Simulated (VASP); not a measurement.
A run of VASP 6.6.1 is set up as follows.

The input INCAR:

```
  PREC = Accurate
  ENCUT = 520
  EDIFF = 1E-7
  ISMEAR = -1
  SIGMA = 0.1
  LREAL = False
  LASPH = True
  NELM = 100
  ALGO = Normal
  ISIF = 2
  LWAVE = False
  LCHARG = True
  GGA = PE
  LELF = True
  LVHAR = True
  NBANDS = 48
```

The input KPOINTS:

```
regular mesh
0
Gamma
  3 3 3
```

File POSCAR:

```
Ta5As4
1.0
    6.2733350000     -1.2801220000      0.2846130000
   -0.4629810000      5.5904080000      0.4313440000
    0.3684850000     -0.8796580000      4.9717910000
Ta As
5 4
Direct
    0.8011888785      0.6009435862      0.8700441791
    0.6788540777      0.0632498581      0.8596209812
    0.2091517048     -0.0015653595      0.7958005303
    0.4510569128      0.5987852185      0.5551950852
    0.9440338273      0.8824244090      0.3541183099
    0.1668420165      0.3765314907      0.1421660713
    0.5942254811      0.1522636545      0.3835886684
    0.0460395224      0.3147223785      0.6036178801
    0.3353786284      0.8071086241      0.1708413367
```

Potentials or basis: VASP PAW PBE potentials, release 64 (Ta_pv, As).

Launch:

```sh
$ cat potpaw_PBE.64/Ta_pv/POTCAR potpaw_PBE.64/As/POTCAR > POTCAR
$ mpirun -np 1 vasp_std > vasp.out
```

(1) Predict the pressure.

(2) Estimate the largest force.

Answers

(1) 0.0 GPa.

(2) 2.522 eV/Å.

Caveat: the k points lie up to 0.42 Å⁻¹ apart.
